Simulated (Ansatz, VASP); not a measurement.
**TlBr in VASP and in Ansatz**

The input INCAR:

```
PREC = Accurate
ENCUT = 400
EDIFF = 1E-8
ISMEAR = -1
SIGMA = 0.03
LREAL = False
LASPH = True
NELM = 200
ALGO = Normal
ISIF = 2
LWAVE = False
LCHARG = False
MAGMOM = 0 0 0 0 0 0
LORBIT = 11
LSORBIT = True
GGA_COMPAT = False
LORBMOM = True
GGA = PE
LEFG = True
NBANDS = 32
```

File KPOINTS:

```
regular mesh
0
Gamma
  8 8 8
```

POSCAR

```
TlBr
1.0
    3.9700000000      0.0000000000      0.0000000000
    0.0000000000      3.9700000000      0.0000000000
    0.0000000000      0.0000000000      3.9700000000
Tl Br
1 1
Direct
    0.0000000000      0.0000000000      0.0000000000
    0.5000000000      0.5000000000      0.5000000000
```

Input for Ansatz:

```yaml
crystal:
  lattice:
    - [3.97, 0.0, 0.0]
    - [0.0, 3.97, 0.0]
    - [0.0, 0.0, 3.97]
  atoms:
    - { symbol: Tl, position: [0.0, 0.0, 0.0] }
    - { symbol: Br, position: [0.5, 0.5, 0.5] }
kpoints:
  mp_grid: { grid: [8, 8, 8] }
  band_path:
    path:
      - [0.0, 0.0, 0.0]
      - [0.0, 0.5, 0.0]
      - [0.5, 0.5, 0.0]
      - [0.0, 0.0, 0.0]
      - [0.5, 0.5, 0.5]
      - [0.0, 0.5, 0.0]
      - [0.5, 0.5, 0.5]
      - [0.5, 0.5, 0.0]
    npoints: 5
scf:
  occupations: { method: fermi_dirac, width: 0.03 }
hamiltonian:
  xc: pbe
  pseudopotentials: { kind: paw_fr }
output:
  forces: true
  stress: true
  eigenvalues: true
  efg: { contact_densities: true }
magnetization:
  noncollinear: true
  spin_orbit: true
```

Alike in both runs: task electric field gradients; functional PBE; k mesh 8 × 8 × 8; occupations fermi-dirac, width 0.03 eV; non-collinear spin, spin-orbit coupling.

```csv
,VASP,Ansatz
version,VASP 6.6.1,Ansatz 0.2.0
potentials or method,"VASP PAW PBE potentials, release 64 (Tl_d, Br)","PAW with Ansatz's default frozen-core files, fully relativistic files with spin-orbit coupling"
plane-wave cutoff (eV),400,420
valence electrons in the cell,20,20
```

|  | VASP | Ansatz | Ansatz less VASP |
| --- | --- | --- | --- |
| pressure (GPa) | 1.2 | 1.2 | +0.03 |
| net moment per atom (μB) | 0.00 | 0.00 | 0.000 |

With one functional, cell and mesh, what is left measures potentials, basis and numerics.
